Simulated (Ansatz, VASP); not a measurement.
**SiC in VASP and in Ansatz**

```
Si C
1.0
     1.53890   -2.66750    0.00000
     1.53890    2.66750    0.00000
     0.00000    0.00000   15.12190
Si C
6 6
Direct
  0.16730 0.83270 0.85800
  0.83270 0.16730 0.35800
  0.50070 0.49930 0.52410
  0.49930 0.50070 0.02410
  0.83570 0.16430 0.69124
  0.16430 0.83570 0.19124
  0.49600 0.50400 0.65030
  0.50400 0.49600 0.15030
  0.16000 0.84000 0.98170
  0.84000 0.16000 0.48170
  0.82900 0.17100 0.81680
  0.17100 0.82900 0.31680
```

Alike in both runs: task single point; functional PBE; k mesh 8 × 8 × 2; no spin polarisation.

|  | VASP | Ansatz |
| --- | --- | --- |
| version | VASP 6.6.1 | Ansatz 0.2.0 |
| potentials or method | VASP PAW PBE potentials, release 64 (Si, C) | scalar-relativistic, plane waves, PAW |
| plane-wave cutoff (eV) | 520 | 420 |
| occupations | gaussian, width 0.01 eV | fixed |
| valence electrons in the cell | 48 | 48 |

|  | VASP | Ansatz | Ansatz less VASP |
| --- | --- | --- | --- |
| pressure (GPa) | 3.3 | 3.4 | +0.06 |
| traceless stress, the component that is largest in VASP (GPa) | 2.17 | 2.17 | 0.000 |
| rms of the force components (eV/Å) | 0.358 | 0.358 | +0.0003 |

Atom by atom the forces differ by 0.001 eV/Å (rms over components).
